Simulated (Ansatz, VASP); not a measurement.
CrO2 in VASP and in Ansatz

Contents of INCAR:

```
PREC = Accurate
ENCUT = 520
EDIFF = 1E-6
ISMEAR = 0
SIGMA = 0.05
LREAL = F
LASPH = T
NELM = 150
ALGO = Normal
ISIF = 2
LWAVE = F
LCHARG = F
ISPIN = 2
MAGMOM = 2 -2 0 0 0 0
LORBIT = 11
LMAXMIX = 4
LDAU = T
LDAUTYPE = 2
LDAUL = 2 -1
LDAUU = 6 0
LDAUJ = 0 0
LDAUPRINT = 1
GGA = CA
NBANDS = 37
```

KPOINTS

```
Automatic mesh
0
Gamma
  4 4 6
```

The input POSCAR:

```
CrO2
1.0
    4.4210008300      0.0000000000      0.0000000000
    0.0000000000      4.4210008300      0.0000000000
    0.0000000000      0.0000000000      2.9170005500
Cr O
2 4
Direct
    0.0000000000      0.0000000000      0.0000000000
    0.5000000000      0.5000000000      0.5000000000
    0.3010000000      0.3010000000      0.0000000000
    0.1990000000      0.8010000000      0.5000000000
    0.6990000000      0.6990000000      0.0000000000
    0.8010000000      0.1990000000      0.5000000000
```

Input for Ansatz:

```yaml
crystal:
  lattice:
    - [4.42100083, 0.0, 0.0]
    - [0.0, 4.42100083, 0.0]
    - [0.0, 0.0, 2.91700055]
  atoms:
    - { symbol: Cr, position: [0.0, 0.0, 0.0], spin: 2.0 }
    - { symbol: Cr, position: [0.5, 0.5, 0.5], spin: -2.0 }
    - { symbol: O, position: [0.301, 0.301, 0.0] }
    - { symbol: O, position: [0.199, 0.801, 0.5] }
    - { symbol: O, position: [0.699, 0.699, 0.0] }
    - { symbol: O, position: [0.801, 0.199, 0.5] }
basis:
  ecutwfc: 420
  ecutrho_ratio: 4
kpoints:
  mp_grid: { grid: [4, 4, 6] }
hamiltonian:
  xc: lda
  hubbard:
    sites: [{ site: 0, l: d, u_eff: 6.0 }, { site: 1, l: d, u_eff: 6.0 }]
scf:
  occupations: { method: gaussian, width: 0.05 }
  lower_state_search: "off"
  max_iter: 150
output:
  forces: true
  stress: true
  eigenvalues: true
  populations: true
  hubbard: { sites: [{ site: 0, l: d }, { site: 1, l: d }] }
magnetization:
  spin_polarized: true
```

Alike in both runs: task single point; functional LDA; k mesh 4 × 4 × 6; occupations gaussian, width 0.05 eV; collinear spin; Hubbard terms Cr d U = 6.0 eV.

|  | VASP | Ansatz |
| --- | --- | --- |
| version | VASP 6.6.1 | Ansatz 0.2.0 |
| potentials or method | VASP PAW LDA potentials, release 64 (Cr_pv, O), cutoff 520 eV | scalar-relativistic, plane waves, PAW |
| valence electrons in the cell | 48 | 52 |

|  | VASP | Ansatz | Ansatz less VASP |
| --- | --- | --- | --- |
| gap on the k mesh at the Fermi level (eV) | 0.55 | 0.17 | -0.381 |
| least direct gap on the mesh (eV) | 0.83 | 0.20 | -0.628 |
| pressure (GPa) | -2.0 | 1.0 | +2.94 |
| traceless stress, the component that is largest in VASP (GPa) | 2.91 | -5.75 | -8.656 |
| rms of the force components (eV/Å) | 0.088 | 0.508 | +0.4194 |
| net moment per atom (μB) | 0.00 | 0.00 | 0.000 |
| size of the moment on the site where the two differ most (μB) | 0.01 | 0.17 | +0.161 |

LDA's correlation is that of Perdew and Zunger in VASP and of Perdew and Wang (1992) in Ansatz. Site moments also hang on the region over which each program counts them. The programs project onto different local orbitals, so the same U acts differently, and such runs can settle in different states. Atom by atom the forces differ by 0.596 eV/Å (rms over components). VASP's potentials hold 48 valence electrons a cell and Ansatz's 52, so a difference there can come from the potentials and not from the codes.
